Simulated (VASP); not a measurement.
Here is a VASP 6.6.1 calculation.

The input INCAR:

```
  ALGO = Normal
  EDIFF = 1E-7
  ENCUT = 520
  ISIF = 2
  ISMEAR = 0
  LASPH = T
  LCHARG = F
  LREAL = F
  LWAVE = F
  NBANDS = 11
  NELM = 60
  PREC = Accurate
  SIGMA = 0.01
```

Contents of KPOINTS:

```
k-points
0
Gamma
  8 8 8
```

The input POSCAR:

```
MgS
1.0
    2.5449609130      2.5449609130      0.0000000000
   -2.5449609130      2.5449609130      0.0000000000
    0.0000000000      2.5449609130      2.5449609130
Mg S
1 1
Direct
    0.0000000000      0.0000000000      0.0000000000
    0.5000000000      0.5000000000      0.0000000000
```

Potentials or basis: VASP PAW LDA potentials, release 64 (Mg, S).

Run with:

```console
$ cat potpaw_LDA.64/Mg/POTCAR potpaw_LDA.64/S/POTCAR > POTCAR
$ mpirun -np 1 vasp_std > vasp.out
```

Q: What does it give for the band gap on the k mesh?

A: 2.70 eV, indirect (least direct gap 4.03 eV).

Q: Predict the pressure.

A: 1.4 GPa.

A k mesh can miss the band edges. A hybrid or GW would open this gap; LDA tends to underestimate it.
